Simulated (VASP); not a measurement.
Ga27SnSb26 (a cell with a defect), 54 atoms in the cell. The cell holds a defect, 54 atoms: a = 12.978 Å, b = 12.978 Å, c = 12.978 Å, α = 60.00°, β = 60.00°, γ = 60.00°. 

* Program: VASP 6.6.1
* Task: single point
* Functional: PBE
* Potentials or basis: VASP PAW PBE potentials, release 64 (Ga_d, Sn_d, Sb)
* Cutoff: 520 eV
* k mesh: 2 × 2 × 2
* Occupations: fermi-dirac, width 0.01 eV
* Spin: no spin polarisation
* Dipole correction: no
* Charge: -1
* Further INCAR settings: LREAL = Auto; ALGO = Normal; EDIFF = 1e-07; NBANDS = 280; NELECT = 496.0

Potentials or basis: VASP PAW PBE potentials, release 64 (Ga_d, Sn_d, Sb).

Command:

```bash
$ cat potpaw_PBE.64/Ga_d/POTCAR potpaw_PBE.64/Sn_d/POTCAR potpaw_PBE.64/Sb/POTCAR > POTCAR
$ mpirun -np 1 vasp_std > vasp.out
```

Hardware: 1 × NVIDIA H100 80GB with 1 thread of AMD EPYC 7R13 Processor (Zen 3) (shared host).

Question: Estimate the wall time of this run.

Answer: Wall time 2.9 min on 1 × NVIDIA H100 80GB with 1 thread of AMD EPYC 7R13 Processor (Zen 3) (shared host), peak memory 2.7 GiB. Counts: scf iterations 19, k points 3.
